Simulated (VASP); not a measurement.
Cu:

```
Cu
1.0
     2.34565    0.00000    0.00000
     0.00000    2.34565    0.00000
     0.00000    0.00000    2.34565
Cu
1
Direct
  0.00000 0.00000 0.00000
```

```yaml
Program: VASP 6.6.1
Task: relaxation of cell and atoms
Functional: PBE
Potentials_or_basis: VASP PAW PBE potentials, release 64 (Cu)
Cutoff: 600 eV
k_mesh: 16 × 16 × 16
Occupations: fermi-dirac, width 0.05 eV
Spin: no spin polarisation
```

At the start: pressure 10.0 GPa; volume 12.91 Å³/atom.

Where does the relaxation end?

Over 4 steps the energy falls by 30.5 meV/atom and the volume is 13.99 Å³/atom (+8.4 %); space group Pm-3m (No. 221, to 0.05 Å).

Step by step:
| step | energy change (eV) | largest force (eV/Å) | pressure (GPa) | volume (Å³) |
| --- | --- | --- | --- | --- |
| 1 | 0.0000 | 0.0000 | 10.04 | 12.91 |
| 2 | -0.0254 | 0.0000 | -2.80 | 14.48 |
| 3 | -0.0305 | 0.0000 | 0.08 | 13.97 |
| 4 | -0.0305 | 0.0000 | -0.05 | 13.99 |

Final structure:
```xyz
1
Lattice="2.4098 0.0000 0.0000 0.0000 2.4098 0.0000 0.0000 0.0000 2.4098" Properties=species:S:1:pos:R:3 pbc="T T T"
Cu    0.0000    0.0000    0.0000
```
